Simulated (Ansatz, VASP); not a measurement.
## Ir: VASP beside Ansatz

```
Ir
1.0
     0.00000   -1.93518   -1.93518
     0.00000    1.93518   -1.93518
     3.87036    0.00000    0.00000
Ir
2
Direct
  0.50532 0.49468 0.50000
  0.99468 0.00532 0.00000
```

Change from the starting cell: mode 4 frozen in at -0.021 Å and mode 6 at -0.000 Å (largest displacements).

Alike in both runs: task single point; functional PBE; k mesh 16 × 16 × 12; occupations gaussian, width 0.15 eV; no spin polarisation.

|  | VASP | Ansatz |
| --- | --- | --- |
| version | VASP 6.6.1 | Ansatz 0.2.0 |
| potentials or method | VASP PAW PBE potentials, release 64 (Ir), cutoff 520 eV | scalar-relativistic, plane waves, PAW |
| valence electrons in the cell | 18 | 34 |

Ansatz gave:

| Property | Result |
| --- | --- |
| gap on the k mesh at the Fermi level (eV) | none |
| pressure (GPa) | 0.3 |
| traceless stress, the component that is largest in VASP (GPa) | -0.18 |
| rms of the force components (eV/Å) | 0.169 |

Question: What did VASP give for the same quantities?

Answer: gap on the k mesh at the Fermi level (eV): none; pressure (GPa): 0.9; traceless stress, the component that is largest in VASP (GPa): -0.18; rms of the force components (eV/Å): 0.170.

Atom by atom the forces differ by 0.001 eV/Å (rms over components). A gap of «none» marks a metal or a gap that the smearing closes. VASP's potentials hold 18 valence electrons a cell and Ansatz's 34, so a difference there can come from the potentials and not from the codes.

Neither program's run includes spin-orbit coupling.
